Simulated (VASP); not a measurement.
A run of VASP 6.6.1 is set up as follows.

File INCAR:

```
SYSTEM = BaO
PREC = Accurate ; ENCUT = 600
EDIFF = 1E-6 ; ISMEAR = 0
SIGMA = 0.01 ; LREAL = .FALSE.
LASPH = .TRUE. ; NELM = 120
ALGO = Normal ; ISIF = 2
LWAVE = .FALSE. ; LCHARG = .TRUE.
GGA = PS ; LELF = .TRUE.
LVHAR = .TRUE. ; NBANDS = 15
GGA_COMPAT = .FALSE.
```

The input KPOINTS:

```
Automatic mesh
0
G
  4 4 4
  0 0 0
```

File POSCAR:

```
BaO
1.0
    0.0000000000      2.7453059086      2.7453059086
    2.7453059086      0.0000000000      2.7453059086
    2.7453059086      2.7453059086      0.0000000000
Ba O
1 1
Direct
    0.0000000000      0.0000000000      0.0000000000
    0.5000000000      0.5000000000      0.5000000000
```

Potentials or basis: VASP PAW PBE potentials, release 64 (Ba_sv, O).

Launch:

```sh
$ cat potpaw_PBE.64/Ba_sv/POTCAR potpaw_PBE.64/O/POTCAR > POTCAR
$ mpirun -np 1 vasp_std > vasp.out
```

What does it give for the pressure?

1.9 GPa.

Estimate the band gap on the k mesh.

1.76 eV, direct.

Caveat: the k points lie up to 0.50 Å⁻¹ apart; the PAW data sets were made with another functional, which shifts forces and pressure a little; spin-orbit coupling is left out, which moves the levels of the heavy elements. As with any semilocal functional, this PBEsol gap is likely too small.
